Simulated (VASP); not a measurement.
Wanted: the native input for a VASP 6.6.1 run.

```yaml
Task: single point
Functional: PBEsol
Potentials_or_basis: VASP PAW PBE potentials, release 64 (N, Al, Mo_sv, Hf_pv, W_sv)
Cutoff: 520 eV
k_mesh: 3 × 3 × 2, shifted
Occupations: gaussian, width 0.1 eV
Spin: no spin polarisation
Dipole_correction: no
Further_INCAR_settings: LREAL = Auto; ALGO = Normal; EDIFF = 1e-06; NBANDS = 88; ISYM = 0
```

The structure of Hf3Al3Mo2W2N10 lies in POSCAR:

```
Hf3Al3Mo2W2N10
1.0
    2.1963081680      2.1503408581      4.3030481306
   -2.0748836932     -2.1749568274      4.2546438778
    6.4829802084     -4.3772879757      2.2427993429
N Al Mo Hf W
10 3 2 3 2
Direct
    0.9478771777      0.7941015896      0.6142917410
    0.8419501900      0.2431311195      0.8036655566
    0.3617371324      0.7706000998      0.8011245896
    0.7241943556      0.7549414620      0.9963602837
    0.2193125353      0.6842384380      0.1590647252
    0.0688305179      0.2338977838      0.4131041506
    0.5110975247      0.7786133582      0.4105058393
    0.4462576484      0.2430724949      0.5969125459
    0.2863570990      0.2406376016      0.9864218897
    0.6063153650      0.2506236780      0.2039864543
    0.1979161220      0.0141966398      0.6111412021
    0.6000913428      0.9997220959      0.8048696476
    0.5253431731      0.4754585639      0.9875147935
    0.9948840431     -0.0001801116      0.0178980700
    0.8087239304      0.9928031270      0.3975980049
    0.1011718681      0.5109496748      0.8064888908
    0.7102507412      0.5193668066      0.5892525157
    0.8964998921      0.4812644716      0.1982205410
    0.3616445646     -0.0082413341      0.2015555051
    0.2652217354      0.5349671949      0.4013021458
```

The input as run:

INCAR

```
PREC = Accurate
ENCUT = 520
EDIFF = 1E-6
ISMEAR = 0
SIGMA = 0.1
LREAL = Auto
LASPH = True
NELM = 60
ALGO = Normal
ISIF = 2
LWAVE = False
LCHARG = True
GGA = PS
LELF = True
LVHAR = True
NBANDS = 88
ISYM = 0
```

KPOINTS

```
Automatic mesh
0
Gamma
  3 3 2
  0 0 0.5
```

Potentials or basis: VASP PAW PBE potentials, release 64 (N, Al, Mo_sv, Hf_pv, W_sv).

Run with:

```sh
$ cat potpaw_PBE.64/N/POTCAR potpaw_PBE.64/Al/POTCAR potpaw_PBE.64/Mo_sv/POTCAR potpaw_PBE.64/Hf_pv/POTCAR potpaw_PBE.64/W_sv/POTCAR > POTCAR
$ mpirun -np 1 vasp_std > vasp.out
```

It gave:

| Property | Result |
| --- | --- |
| Pressure | -0.6 GPa |
| Largest force | 0.129 eV/Å |

Caveat: the k points lie up to 0.44 Å⁻¹ apart; the PAW data sets were made with another functional, which shifts forces and pressure a little.

Wall time 4.2 min on 1 thread of AMD EPYC 9R14 (Zen 4), on a shared host, peak memory 0.35 GiB.
